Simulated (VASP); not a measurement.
Runs of VASP 6.6.1 on Ga2O3. The structure is that of space group R-3c (No. 167), or close to it. The cells are those of the table. 

| level | potentials or basis | cell | k mesh | smearing | gap on the mesh (eV) | pressure (GPa) | largest force (eV/Å) |
| --- | --- | --- | --- | --- | --- | --- | --- |
| LDA | VASP PAW LDA potentials, release 64 (Ga_d, O) | a = 5.276 Å, angles 55.9°, 10 atoms | 6 × 6 × 6 | fermi-dirac 0.02 eV | 3.06 | (a) | 0.03 |
| PBE | VASP PAW PBE potentials, release 64 (Ga_d, O) | a = 5.325 Å, angles 55.8°, 10 atoms | 4 × 4 × 4 | gaussian 0.01 eV | (b) | 10.5 | 0.07 |
| PBEsol | VASP PAW PBE potentials, release 64 (Ga_d, O) | a = 5.332 Å, angles 55.9°, 10 atoms | 6 × 6 × 6 | fermi-dirac 0.02 eV | 2.70 | 0.7 | 0.03 |
| LDA | VASP PAW LDA potentials, release 64 (Ga_d, O) | a = 5.325 Å, angles 55.8°, 10 atoms | 6 × 6 × 6 | gaussian 0.01 eV | 2.80 | -3.5 | 0.09 |
| PBE | VASP PAW PBE potentials, release 64 (Ga_d, O) | a = 5.325 Å, angles 55.8°, 10 atoms | 6 × 6 × 6 | fermi-dirac 0.02 eV | 2.85 | 10.5 | 0.07 |

Alike in all rows: task single point; no spin polarisation; cutoff (eV) 520.

Q: Fill in the values left out.

A: (a) 2.1; (b) 2.89.

Caveats: the PAW data sets were made with another functional, which shifts forces and pressure a little (some runs).

A k mesh can miss the band edges, and the runs leave out spin-orbit coupling on Ga.
